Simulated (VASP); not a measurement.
# MgO (Periclase) (I4/mmm) in VASP: notebook

MgO (Periclase) is run at these levels: HSE06, PBE; tasks: single point.

Program: VASP 6.6.1. These are calculated values, not measurements. Logs are shortened: lines on timing, memory, paths and dates and some standing lists are left out, and cuts for length are marked.

### 1 The cell of the first run

Symmetry: I4/mmm, No. 139, tetragonal system. The conventional cell has a = 2.973 Å, b = 2.973 Å, c = 4.456 Å, α = 90.00°, β = 90.00°, γ = 90.00°. Within 2.8 Å of Mg (site symmetry 4/mmm) lie 6 O at 2.10 to 2.23 Å. O (site symmetry 4/mmm) has 6 Mg at 2.10 to 2.23 Å within 2.8 Å.

### 2 Single point, HSE06 (uniaxial y strain +6.0%)

File POSCAR:

```
MgO
1.0
    0.0000000000      2.2280878905      2.1021680257
    2.1021680257      0.0000000000      2.1021680257
    2.1021680257      2.2280878905      0.0000000000
Mg O
1 1
Direct
    0.0000000000      0.0000000000      0.0000000000
    0.5000000000      0.5000000000      0.5000000000
```

File INCAR.step1:

```
SYSTEM = MgO
PREC = Accurate
ENCUT = 520
EDIFF = 1E-5
ISMEAR = 0
SIGMA = 0.01
LREAL = .FALSE.
LASPH = .TRUE.
NELM = 100
ALGO = Normal
ISIF = 2
LWAVE = .TRUE.
LCHARG = .FALSE.
NBANDS = 11
GGA = PE
```

File INCAR.step2:

```
SYSTEM = MgO
PREC = Accurate
ENCUT = 520
EDIFF = 1E-6
ISMEAR = 0
SIGMA = 0.01
LREAL = .FALSE.
LASPH = .TRUE.
NELM = 100
ALGO = Normal
ISIF = 2
LWAVE = .FALSE.
LCHARG = .FALSE.
GGA = PE
LHFCALC = .TRUE.
HFSCREEN = 0.2079
PRECFOCK = Normal
NBANDS = 11
ISTART = 1
```

File KPOINTS:

```
Automatic mesh
0
G
  8 8 8
  0 0 0
```

Potentials or basis: VASP PAW PBE potentials, release 64 (Mg, O).

Command:

```sh
cat potpaw_PBE.64/Mg/POTCAR potpaw_PBE.64/O/POTCAR > POTCAR
cp INCAR.step1 INCAR
mpirun -np 1 vasp_std > vasp.out
cp INCAR.step2 INCAR
mpirun -np 1 vasp_std > vasp.out
```

OUTCAR:

```text
SYSTEM = MgO
   PREC = Accurate
   ENCUT = 520
   EDIFF = 1E-6
   ISMEAR = 0
   LREAL = .FALSE.
   LASPH = .TRUE.
   NELM = 100
   ISIF = 2
   GGA = PE
   LHFCALC = .TRUE.
   HFSCREEN = 0.2079
   PRECFOCK = Normal
   ISTART = 1

 ion  position               nearest neighbor table
   1  0.000  0.000  0.000-   2 2.10   2 2.10   2 2.10   2 2.10   2 2.23   2 2.23
   2  0.500  0.500  0.500-   1 2.10   1 2.10   1 2.10   1 2.10   1 2.23   1 2.23

  LATTYP: Found a body centered tetragonal cell.
 ALAT       =     2.9729145323
 C/A-ratio  =     1.4989249548

  Lattice vectors:

 A1 = (   0.0000000000,  -2.2280878905,   2.1021680257)
 A2 = (   0.0000000000,  -2.2280878905,  -2.1021680257)
 A3 = (   2.1021680257,   2.2280878905,   0.0000000000)

Analysis of symmetry for initial positions (statically):
=====================================================================
 Subroutine PRICEL returns:
 Original cell was already a primitive cell.

 Routine SETGRP: Setting up the symmetry group for a
 body centered tetragonal supercell.

 Subroutine GETGRP returns: Found 16 space group operations
 (whereof 16 operations were pure point group operations)
 out of a pool of 16 trial point group operations.

The static configuration has the point symmetry D_4h.

Analysis of symmetry for dynamics (positions and initial velocities):
=====================================================================
 Subroutine PRICEL returns:
 Original cell was already a primitive cell.

 Routine SETGRP: Setting up the symmetry group for a
 body centered tetragonal supercell.

 Subroutine GETGRP returns: Found 16 space group operations
 (whereof 16 operations were pure point group operations)
 out of a pool of 16 trial point group operations.

The dynamic configuration has the point symmetry D_4h.

 Subroutine INISYM returns: Found 16 space group operations
 (whereof 16 operations are pure point group operations),
 and found     1 'primitive' translations

----------------------------------------------------------------------------------------

                                     Primitive cell

  volume of cell :      19.6923

  direct lattice vectors                    reciprocal lattice vectors
     0.000000000  2.228087890  2.102168026    -0.237849684  0.224407665  0.237849684
     2.102168026  0.000000000  2.102168026     0.237849684 -0.224407665  0.237849684
     2.102168026  2.228087890  0.000000000     0.237849684  0.224407665 -0.237849684

  length of vectors
     3.063247632  2.972914532  3.063247632     0.404355962  0.404355962  0.404355962

  position of ions in fractional coordinates (direct lattice)
     0.000000000  0.000000000  0.000000000
     0.500000000  0.500000000  0.500000000

  ion indices of the primitive-cell ions
   primitive index   ion index
                 1           1
                 2           2

----------------------------------------------------------------------------------------

 KPOINTS: Automatic mesh

Automatic generation of k-mesh.
 Grid dimensions read from file:
 generate k-points for:    8    8    8

 Generating k-lattice:

  Cartesian coordinates                     Fractional coordinates (reciprocal lattice)
    -0.029731210  0.028050958  0.029731210     0.125000000  0.000000000  0.000000000
     0.029731210 -0.028050958  0.029731210     0.000000000  0.125000000  0.000000000
     0.029731210  0.028050958 -0.029731210     0.000000000  0.000000000  0.125000000

  Length of vectors
     0.050544495  0.050544495  0.050544495

  Shift w.r.t. Gamma in fractional coordinates (k-lattice)
     0.000000000  0.000000000  0.000000000

 Subroutine IBZKPT returns following result:
 ===========================================

 Found     59 irreducible k-points:

 Following reciprocal coordinates:
            Coordinates               Weight
  0.000000  0.000000  0.000000      1.000000
  0.125000  0.000000  0.000000      8.000000
  0.250000  0.000000  0.000000      8.000000
  0.375000  0.000000  0.000000      8.000000
  0.500000  0.000000  0.000000      4.000000
  0.125000  0.125000  0.000000      4.000000
[... 16 lines left out ...]
  0.250000  0.000000  0.125000      8.000000
  0.375000  0.000000  0.125000      8.000000
 [... further k-points ...]
   k-points           NKPTS =     59   k-points in BZ     NKDIM =    512   number of bands    NBANDS=     11
   number of dos      NEDOS =    301   number of ions     NIONS =      2
   total plane-waves  NPLWV =  13824
   dimension x,y,z NGX =    24 NGY =   24 NGZ =   24
   dimension x,y,z NGXF=    48 NGYF=   48 NGZF=   48
   ions per type =               1   1
   NGX,Y,Z   is equivalent  to a cutoff of  13.03, 13.42, 13.03 a.u.
   NGXF,Y,Z  is equivalent  to a cutoff of  26.05, 26.84, 26.05 a.u.
 SYSTEM =  MgO
   PREC   = accura    normal or accurate (medium, high low for compatibility)
   ISTART =      1    job   : 0-new  1-cont  2-samecut
   ICHARG =      0    charge: 1-file 2-atom 10-const
   ISPIN  =      1    spin polarized calculation?
   LNONCOLLINEAR =      F non collinear calculations
   LSORBIT =      F    spin-orbit coupling
   LASPH  =      T    aspherical Exc in radial PAW
   ENCUT  =  520.0 eV  38.22 Ry    6.18 a.u.   5.70  5.53  5.70*2*pi/ulx,y,z
   NELM   =    100;   NELMIN=  2; NELMDL=  0     # of ELM steps
   EDIFF  = 0.1E-05   stopping-criterion for ELM
   LREAL  =      F    real-space projection
   EDIFFG = 0.1E-04   stopping-criterion for IOM
   NSW    =      0    number of steps for IOM
   IBRION =     -1    ionic relax: 0-MD 1-quasi-New 2-CG
   NFREE  =      0    steps in history (QN), initial steepest desc. (CG)
   ISIF   =      2    stress and relaxation
   ISYM   =      3    0-nonsym 1-usesym 2-fastsym
   POTIM  = 0.5000    time-step for ionic-motion
   TEBEG  =    0.0;   TEEND  =   0.0 temperature during run
   PSTRESS=    0.0 pullay stress
   NELECT =       8.0000    total number of electrons
   NUPDOWN=      -1.0000    fix difference up-down
   EMIN   =  10.00;   EMAX   =-10.00  energy-range for DOS
   EFERMI =   0.00;   METHOD = LEGACY
   ISMEAR =     0;   SIGMA  =   0.01  broadening in eV -4-tet -1-fermi 0-gaus
   EFERMI_NEDOS =   21; number of points for ismear=-14 and -15
   IALGO  =     38    algorithm
   IMIX   =      1    mixing-type and parameters
     AMIX     =   0.40;   BMIX     =  1.00
     AMIX_MAG =   1.60;   BMIX_MAG =  1.00
  volume/ion in A,a.u.               =       9.85        66.45
  Fermi-wavevector in a.u.,A,eV,Ry     =   1.212474  2.291244 20.001833  1.470093
  Thomas-Fermi vector in A             =   2.347957
   LORBIT       =      0    0 simple, 1 ext, 2 COOP (PROOUT), +10 PAW based schemes
   GGA     = PE    functional components
   LHFCALC =     T    Hartree Fock is set to
   PRECFOCK=normal    Normal, Fast or Accurate (Low or Medium for compatibility)
   ENCUT4O =  -1.0   cutoff for four orbital integrals eV
   NKREDX  =     1    reduce k-point grid by
   NKREDY  =     1    reduce k-point grid by
   NKREDZ  =     1    reduce k-point grid by
   AEXX    =    0.2500 exact exchange contribution
   HFSCREEN=    0.2079 screening length (either q_TF or 0.3 A-1)
   HFSCREENC=   0.2079 screening length for correlation (either q_TF or 0.3 A-1)
   ENCUTFOCK=  -1.0 apply spherical cutoff to Coloumb kernel
   IVDW    =     0    specifies the selected vdW correction
   LEPSILON=     F    determine dielectric tensor
   LRPA    =     F    only Hartree local field effects (RPA)
 non-spin polarized calculation
 Gauss-broadening in eV      SIGMA  =   0.01
  energy-cutoff  :      520.00
  volume of cell :       19.69
 maximum number of plane-waves:       548
  NGX = 18; NGY = 18; NGZ = 18

 number of electron       8.0000000 magnetization

 Free energy of the ion-electron system (eV)
  ---------------------------------------------------
  ext. energy  EPLUGINS =         0.00000000
  ---------------------------------------------------
  free energy    TOTEN  =       -14.15716042 eV

  energy without entropy =      -14.15716042  energy(sigma->0) =      -14.15716042

 E-fermi :   1.8347     XC(G=0):  -8.8993

 val. band max:        1.6714842222   @ k =   0.0000   0.0000   0.0000
 cond. band min:       7.4489674554   @ k =   0.0000   0.0000   0.0000
 fundamental gap:      5.7774832333
 Fermi energy:         1.8346848526

 k-point     1 :       0.0000    0.0000    0.0000
  band No.  band energies     occupation
      1     -16.9898      2.00000
      2       1.5175      2.00000
      3       1.5175      2.00000
      4       1.6715      2.00000
      5       7.4490      0.00000
      6      18.6319      0.00000
      7      19.2306      0.00000
      8      19.2306      0.00000
      9      22.8212      0.00000
     10      23.7811      0.00000
     11      25.6117      0.00000

 k-point     2 :       0.1250    0.0000    0.0000
  band No.  band energies     occupation
      1     -16.8332      2.00000
      2       0.6108      2.00000
      3       1.4319      2.00000
      4       1.5066      2.00000
      5       8.3809      0.00000
      6      17.3261      0.00000
      7      19.1308      0.00000
      8      19.6068      0.00000
      9      22.8465      0.00000
     10      24.3841      0.00000
     11      24.9069      0.00000

 k-point     3 :       0.2500    0.0000    0.0000
  band No.  band energies     occupation
      1     -16.4289      2.00000
      2      -1.1277      2.00000
      3       1.2237      2.00000
      4       1.2329      2.00000
      5       9.9281      0.00000
      6      15.7522      0.00000
      7      19.3442      0.00000
      8      20.2310      0.00000
      9      22.8128      0.00000
     10      23.6868      0.00000
     11      24.9573      0.00000
[... 267 lines left out ...]
 k-point    23 :       0.2500    0.0000    0.1250
  band No.  band energies     occupation
      1     -16.5022      2.00000
      2      -0.6347      2.00000
      3       1.0644      2.00000
      4       1.1075      2.00000
      5      10.0673      0.00000
      6      15.6291      0.00000
      7      18.9092      0.00000
      8      20.3402      0.00000
      9      20.9989      0.00000
     10      25.6189      0.00000
     11      26.9249      0.00000

 k-point    24 :       0.3750    0.0000    0.1250
  band No.  band energies     occupation
      1     -16.0695      2.00000
      2      -2.0071      2.00000
      3       0.6526      2.00000
      4       0.9240      2.00000
      5      11.2488      0.00000
      6      15.2827      0.00000
      7      17.8461      0.00000
      8      20.5280      0.00000
      9      22.4840      0.00000
     10      25.9731      0.00000
     11      26.2401      0.00000

 [... further k-points ...]
[... 5 lines left out ...]
  --------------------------------------------------------------------------------------
  -------------------------------------------------------------------------------------
  Total       -0.7171553     -1.6376786     -0.7171553     -0.0000000     -0.0000000      0.0000000
  in kB      -58.3480845   -133.2422887    -58.3480845     -0.0000000     -0.0000000      0.0000000
  external PRESSURE =     -83.3128192 kB  Pullay stress =       0.0000000 kB

 VOLUME and BASIS-vectors are now :
 -----------------------------------------------------------------------------
  energy-cutoff  :      520.00
  volume of cell :       19.69
      direct lattice vectors                 reciprocal lattice vectors
     0.000000000  2.228087890  2.102168026    -0.237849684  0.224407665  0.237849684
     2.102168026  0.000000000  2.102168026     0.237849684 -0.224407665  0.237849684
     2.102168026  2.228087890  0.000000000     0.237849684  0.224407665 -0.237849684

 POSITION                                       TOTAL-FORCE (eV/Angst)
 -----------------------------------------------------------------------------------
      0.00000      0.00000      0.00000         0.000000      0.000000     -0.000000
      2.10217      2.22809      2.10217        -0.000000      0.000000      0.000000
 -----------------------------------------------------------------------------------
    total drift:                                0.000000      0.000000      0.000000

  FREE ENERGIE OF THE ION-ELECTRON SYSTEM (eV)
  ---------------------------------------------------
  free  energy   TOTEN  =       -14.1571604205 eV

  energy  without entropy=      -14.1571604205  energy(sigma->0) =      -14.15716042
```

Wall time 43 min (1 thread of Intel Xeon 6975P-C (Granite Rapids), shared host); peak memory 0.27 GiB.

What came out:

```yaml
Free_energy: -14.1572 eV
Pressure: -8.3 GPa
Band_gap_on_the_k_mesh: 5.78 eV, direct
```

Caveat: the cell differs from its parent crystal (uniaxial y strain +6.0%); the PAW data sets were made with another functional, which shifts forces and pressure a little.

(Part 1 of 2 ends here.)
